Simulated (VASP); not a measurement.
# Ga (I4/mmm) in VASP: further runs

The runs below take Ga through single point, with PBE.

Program: VASP 6.6.1. These are calculated values, not measurements. Logs are shortened: lines on timing, memory, paths and dates and some standing lists are left out, and cuts for length are marked.

### 1 The cell of the first run

The structure is tetragonal, space group I4/mmm (No. 139). The conventional cell has a = 2.724 Å, b = 2.724 Å, c = 4.458 Å, α = 90.00°, β = 90.00°, γ = 90.00°. Within 3.6 Å of Ga (site symmetry 4/mmm) lie 12 Ga at 2.72 to 2.95 Å.

### 2 Single point, PBE (equal xx and yy strain of -3 %)

Input file INCAR:

```
SYSTEM = Ga
PREC     = Accurate       ! precision mode
ENCUT    = 520            ! plane-wave cutoff, eV
EDIFF    = 1E-6           ! SCF threshold, eV
ISMEAR   = -1             ! smearing method
SIGMA    = 0.05           ! smearing width, eV
LREAL    = .False.        ! projectors in reciprocal space
LASPH    = .True.         ! aspherical terms in the spheres
NELM     = 100            ! most SCF steps
ALGO     = Normal         ! electronic algorithm
ISIF     = 2              ! what is computed and relaxed
LWAVE    = .False.        ! write WAVECAR
LCHARG   = .False.        ! write CHGCAR
GGA      = PE             ! functional
NBANDS   = 12             ! bands
ISYM     = 0
```

Input file KPOINTS:

```
regular mesh
0
Gamma
  14 14 16
  0 0 0
```

Input file POSCAR:

```
Ga
1.0
   -1.3618800000      1.3618800000      2.2290000000
    1.3618800000     -1.3618800000      2.2290000000
    1.3618800000      1.3618800000     -2.2290000000
Ga
1
Direct
    0.0000000000      0.0000000000      0.0000000000
```

Potentials or basis: VASP PAW PBE potentials, release 64 (Ga_d).

The run is started by

```console
$ cat potpaw_PBE.64/Ga_d/POTCAR > POTCAR
$ mpirun -np 1 vasp_std > vasp.out
```

OUTCAR:

```text
SYSTEM = Ga
   PREC = Accurate
   ENCUT = 520
   EDIFF = 1E-6
   ISMEAR = -1
   LREAL = .False.
   LASPH = .True.
   NELM = 100
   ISIF = 2
   GGA = PE
   ISYM = 0

 ion  position               nearest neighbor table
   1  0.000  0.000  0.000-

IMPORTANT INFORMATION: All symmetrisations will be switched off!
NOSYMM: (Re-)initialisation of all symmetry stuff for point group C_1.

----------------------------------------------------------------------------------------

                                     Primitive cell

  volume of cell :      16.5367

  direct lattice vectors                    reciprocal lattice vectors
    -1.361880000  1.361880000  2.229000000     0.000000000  0.367139542  0.224315837
     1.361880000 -1.361880000  2.229000000     0.367139542  0.000000000  0.224315837
     1.361880000  1.361880000 -2.229000000     0.367139542  0.367139542  0.000000000

  length of vectors
     2.945823360  2.945823360  2.945823360     0.430242999  0.430242999  0.519213720

  position of ions in fractional coordinates (direct lattice)
     0.000000000  0.000000000  0.000000000

  ion indices of the primitive-cell ions
   primitive index   ion index
                 1           1

----------------------------------------------------------------------------------------

 KPOINTS: regular mesh

Automatic generation of k-mesh.
 Grid dimensions read from file:
 generate k-points for:   14   14   16

 Generating k-lattice:

  Cartesian coordinates                     Fractional coordinates (reciprocal lattice)
     0.000000000  0.026224253  0.016022560     0.071428571  0.000000000  0.000000000
     0.026224253  0.000000000  0.016022560     0.000000000  0.071428571  0.000000000
     0.022946221  0.022946221  0.000000000     0.000000000  0.000000000  0.062500000

  Length of vectors
     0.030731643  0.030731643  0.032450858

  Shift w.r.t. Gamma in fractional coordinates (k-lattice)
     0.000000000  0.000000000  0.000000000

 -----------------------------------------------------------------------------
|                                                                             |
|           W    W    AA    RRRRR   N    N  II  N    N   GGGG   !!!           |
|           W    W   A  A   R    R  NN   N  II  NN   N  G    G  !!!           |
|           W    W  A    A  R    R  N N  N  II  N N  N  G       !!!           |
|           W WW W  AAAAAA  RRRRR   N  N N  II  N  N N  G  GGG   !            |
|           WW  WW  A    A  R   R   N   NN  II  N   NN  G    G                |
|           W    W  A    A  R    R  N    N  II  N    N   GGGG   !!!           |
|                                                                             |
|     Your reciprocal lattice and k-lattice belong to different lattice       |
|     classes:                                                                |
|                                                                             |
|        The reciprocal lattice is body-centered tetragonal,                  |
|        whereas your k-lattice is base-centered monoclinic.                  |
|                                                                             |
|     Results are often still useful ...                                      |
|                                                                             |
 -----------------------------------------------------------------------------

 WARNING: IBZKPT: internal override: KBLOWUP is changed to .FALSE.
      ... skipping the blow-up phase ...

 Subroutine IBZKPT returns following result:
 ===========================================

 Found   1572 irreducible k-points:

 Following reciprocal coordinates:
            Coordinates               Weight
  0.000000  0.000000  0.000000      1.000000
  0.071429  0.000000  0.000000      2.000000
  0.142857  0.000000  0.000000      2.000000
  0.214286  0.000000  0.000000      2.000000
  0.285714  0.000000  0.000000      2.000000
  0.357143 -0.000000  0.000000      2.000000
[... 16 lines left out ...]
  0.000000  0.142857  0.000000      2.000000
  0.071429  0.142857  0.000000      2.000000
 [... further k-points ...]
   k-points           NKPTS =   1572   k-points in BZ     NKDIM =   1572   number of bands    NBANDS=     12
   number of dos      NEDOS =    301   number of ions     NIONS =      1
   total plane-waves  NPLWV =  13824
   dimension x,y,z NGX =    24 NGY =   24 NGZ =   24
   dimension x,y,z NGXF=    48 NGYF=   48 NGZF=   48
   ions per type =               1
   NGX,Y,Z   is equivalent  to a cutoff of  13.54, 13.54, 13.54 a.u.
   NGXF,Y,Z  is equivalent  to a cutoff of  27.09, 27.09, 27.09 a.u.
 SYSTEM =  Ga
   PREC   = accura    normal or accurate (medium, high low for compatibility)
   ISTART =      0    job   : 0-new  1-cont  2-samecut
   ICHARG =      2    charge: 1-file 2-atom 10-const
   ISPIN  =      1    spin polarized calculation?
   LNONCOLLINEAR =      F non collinear calculations
   LSORBIT =      F    spin-orbit coupling
   LASPH  =      T    aspherical Exc in radial PAW
   ENCUT  =  520.0 eV  38.22 Ry    6.18 a.u.   5.48  5.48  5.48*2*pi/ulx,y,z
   NELM   =    100;   NELMIN=  2; NELMDL= -5     # of ELM steps
   EDIFF  = 0.1E-05   stopping-criterion for ELM
   LREAL  =      F    real-space projection
   EDIFFG = 0.1E-04   stopping-criterion for IOM
   NSW    =      0    number of steps for IOM
   IBRION =     -1    ionic relax: 0-MD 1-quasi-New 2-CG
   NFREE  =      0    steps in history (QN), initial steepest desc. (CG)
   ISIF   =      2    stress and relaxation
   ISYM   =      0    0-nonsym 1-usesym 2-fastsym
   POTIM  = 0.5000    time-step for ionic-motion
   TEBEG  =    0.0;   TEEND  =   0.0 temperature during run
   PSTRESS=    0.0 pullay stress
   NELECT =      13.0000    total number of electrons
   NUPDOWN=      -1.0000    fix difference up-down
   EMIN   =  10.00;   EMAX   =-10.00  energy-range for DOS
   EFERMI =   0.00;   METHOD = LEGACY
   ISMEAR =    -1;   SIGMA  =   0.05  broadening in eV -4-tet -1-fermi 0-gaus
   EFERMI_NEDOS =   21; number of points for ismear=-14 and -15
   IALGO  =     38    algorithm
   IMIX   =      4    mixing-type and parameters
     AMIX     =   0.40;   BMIX     =  1.00
     AMIX_MAG =   1.60;   BMIX_MAG =  1.00
  volume/ion in A,a.u.               =      16.54       111.59
  Fermi-wavevector in a.u.,A,eV,Ry     =   1.510915  2.855215 31.060252  2.282864
  Thomas-Fermi vector in A             =   2.621042
   LORBIT       =      0    0 simple, 1 ext, 2 COOP (PROOUT), +10 PAW based schemes
   GGA     = PE    functional components
   LHFCALC =     F    Hartree Fock is set to
   AEXX    =    0.0000 exact exchange contribution
   IVDW    =     0    specifies the selected vdW correction
   LEPSILON=     F    determine dielectric tensor
   LRPA    =     F    only Hartree local field effects (RPA)
 non-spin polarized calculation
  energy-cutoff  :      520.00
  volume of cell :       16.54
 maximum number of plane-waves:       461
 NGX is ok and might be reduce to    24
   NGX = 11   NGY = 11   NGZ = 11

 number of electron      13.0000006 magnetization

 Free energy of the ion-electron system (eV)
  ---------------------------------------------------
  ext. energy  EPLUGINS =         0.00000000
  ---------------------------------------------------
  free energy    TOTEN  =        -2.82646760 eV

  energy without entropy =       -2.82354347  energy(sigma->0) =       -2.82500553

 E-fermi :   6.8906     XC(G=0): -11.6914

 val. band max:        6.8796774050   @ k =  -0.1429   0.3571   0.0625
 cond. band min:       6.8996323393   @ k =  -0.4286   0.0714   0.0625
 fundamental gap:      0.0199549343
 Fermi energy:         6.8906349874

 k-point     1 :       0.0000    0.0000    0.0000
  band No.  band energies     occupation
      1      -8.3315      2.00000
      2      -8.1463      2.00000
      3      -8.1339      2.00000
      4      -8.1338      2.00000
      5      -7.9429      2.00000
      6      -5.2529      2.00000
      7      20.5924      0.00000
      8      20.6452      0.00000
      9      20.6454      0.00000
     10      23.7436      0.00000
     11      23.9260      0.00000
     12      24.7216      0.00000

 k-point     2 :       0.0714    0.0000    0.0000
  band No.  band energies     occupation
      1      -8.3217      2.00000
      2      -8.1468      2.00000
      3      -8.1340      2.00000
      4      -8.1270      2.00000
      5      -7.9481      2.00000
      6      -5.1074      2.00000
      7      18.7968      0.00000
      8      20.0308      0.00000
      9      20.4805      0.00000
     10      22.8099      0.00000
     11      24.2243      0.00000
     12      25.1426      0.00000

 k-point     3 :       0.1429    0.0000    0.0000
  band No.  band energies     occupation
      1      -8.3010      2.00000
      2      -8.1657      2.00000
      3      -8.1129      2.00000
      4      -8.1093      2.00000
      5      -7.9611      2.00000
      6      -4.6666      2.00000
      7      15.6504      0.00000
      8      18.9114      0.00000
      9      20.1510      0.00000
     10      22.2649      0.00000
     11      23.2638      0.00000
     12      26.2176      0.00000
[... 286 lines left out ...]
 k-point    23 :       0.0000    0.1429    0.0000
  band No.  band energies     occupation
      1      -8.3010      2.00000
      2      -8.1657      2.00000
      3      -8.1129      2.00000
      4      -8.1093      2.00000
      5      -7.9611      2.00000
      6      -4.6666      2.00000
      7      15.6504      0.00000
      8      18.9114      0.00000
      9      20.1510      0.00000
     10      22.2649      0.00000
     11      23.2638      0.00000
     12      26.2176      0.00000

 k-point    24 :       0.0714    0.1429    0.0000
  band No.  band energies     occupation
      1      -8.2955      2.00000
      2      -8.1676      2.00000
      3      -8.1203      2.00000
      4      -8.0890      2.00000
      5      -7.9624      2.00000
      6      -4.3570      2.00000
      7      14.8918      0.00000
      8      17.4085      0.00000
      9      19.1929      0.00000
     10      22.2888      0.00000
     11      23.3234      0.00000
     12      25.7593      0.00000

 [... further k-points ...]

------------------------ aborting loop because EDIFF is reached ----------------------------------------

  FORCE on cell =-STRESS in cart. coord.  units (eV):
  Direction    XX          YY          ZZ          XY          YZ          ZX
  --------------------------------------------------------------------------------------
  -------------------------------------------------------------------------------------
  Total        0.9798578      0.9798561      0.8888805      0.0724455     -0.0001283     -0.0001284
  in kB       94.9348992     94.9347357     86.1204391      7.0189793     -0.0124319     -0.0124363
  external PRESSURE =      91.9966913 kB  Pullay stress =       0.0000000 kB

 VOLUME and BASIS-vectors are now :
 -----------------------------------------------------------------------------
  energy-cutoff  :      520.00
  volume of cell :       16.54
      direct lattice vectors                 reciprocal lattice vectors
    -1.361880000  1.361880000  2.229000000     0.000000000  0.367139542  0.224315837
     1.361880000 -1.361880000  2.229000000     0.367139542  0.000000000  0.224315837
     1.361880000  1.361880000 -2.229000000     0.367139542  0.367139542  0.000000000

 POSITION                                       TOTAL-FORCE (eV/Angst)
 -----------------------------------------------------------------------------------
      0.00000      0.00000      0.00000         0.000000     -0.000000     -0.000000
 -----------------------------------------------------------------------------------
    total drift:                                0.000000     -0.000000     -0.000000

  FREE ENERGIE OF THE ION-ELECTRON SYSTEM (eV)
  ---------------------------------------------------
  free  energy   TOTEN  =        -2.8264676044 eV

  energy  without entropy=       -2.8235434655  energy(sigma->0) =       -2.82500553
```

Run time: 2 min. Hardware: 1 thread of Intel Xeon Platinum 8488C (Sapphire Rapids), shared host; peak memory 0.4 GiB.

What came out:

| Property | Result |
| --- | --- |
| Free energy | -2.8265 eV |
| Pressure | 9.2 GPa |
| Band gap on the k mesh | zero (an odd number of electrons rules out a gap without spin polarisation) |

Caveat: the cell differs from its parent crystal (equal xx and yy strain of -3 %); the cell stands under pressure.

### 3 Single point, PBE (equal xx and yy strain of -2 %)

Input file INCAR:

```
  ALGO = Normal
  EDIFF = 1E-6
  ENCUT = 500
  GGA = PE
  GGA_COMPAT = F
  ISIF = 2
  ISMEAR = -1
  ISYM = 0
  LASPH = T
  LCHARG = F
  LREAL = F
  LWAVE = F
  NBANDS = 12
  NELM = 120
  PREC = Accurate
  SIGMA = 0.05
```

Input file KPOINTS:

```
k-points
0
Gamma
  14 14 16
```

Input file POSCAR:

```
Ga
1.0
   -1.3759200000      1.3759200000      2.2290000000
    1.3759200000     -1.3759200000      2.2290000000
    1.3759200000      1.3759200000     -2.2290000000
Ga
1
Direct
    0.0000000000      0.0000000000      0.0000000000
```

Potentials or basis: VASP PAW PBE potentials, release 64 (Ga_d).

The run is started by

```console
$ cat potpaw_PBE.64/Ga_d/POTCAR > POTCAR
$ mpirun -np 1 vasp_std > vasp.out
```

It took 7.4 min on 1 thread of Oxide Virtual Turin-like, shared host; peak memory 0.36 GiB.

Results (log left out):

```yaml
Free_energy: -2.8450 eV
Pressure: 7.4 GPa
Band_gap_on_the_k_mesh: zero (an odd number of electrons rules out a gap without spin polarisation)
```

Stress tensor (GPa, compression positive):
```
7.84 0.49 0.02
0.49 7.84 0.02
0.02 0.02 6.63
```

Levels at points of the mesh, in eV from the Fermi level:
| k point | band 3 | band 4 | band 5 | band 6 | band 7 | band 8 | band 9 | band 10 |
| --- | --- | --- | --- | --- | --- | --- | --- | --- |
| (0.00, 0.00, 0.00) | -15.01 | -15.00 | -14.82 | -11.97 | 13.48 | 13.49 | 13.49 | 16.69 |
| (0.50, 0.00, 0.00) | -14.99 | -14.80 | -14.75 | -5.01 | -4.53 | 8.68 | 12.61 | 12.75 |
| (0.00, 0.50, 0.00) | -14.99 | -14.80 | -14.75 | -5.01 | -4.53 | 8.68 | 12.61 | 12.75 |
| (0.50, 0.50, 0.00) | -14.81 | -14.80 | -14.66 | -2.32 | -1.08 | 4.07 | 5.16 | 8.28 |
| (0.00, 0.00, 0.50) | -14.81 | -14.80 | -14.66 | -2.32 | -1.08 | 4.07 | 5.16 | 8.28 |
| (0.50, 0.00, 0.50) | -14.99 | -14.80 | -14.75 | -5.01 | -4.53 | 8.68 | 12.61 | 12.75 |
| (0.00, 0.50, 0.50) | -14.99 | -14.80 | -14.75 | -5.01 | -4.53 | 8.68 | 12.61 | 12.75 |
| (0.50, 0.50, 0.50) | -14.76 | -14.76 | -14.76 | -4.13 | -4.04 | 6.98 | 6.98 | 10.17 |

Caveat: the cell differs from its parent crystal (equal xx and yy strain of -2 %); the cell stands under pressure.
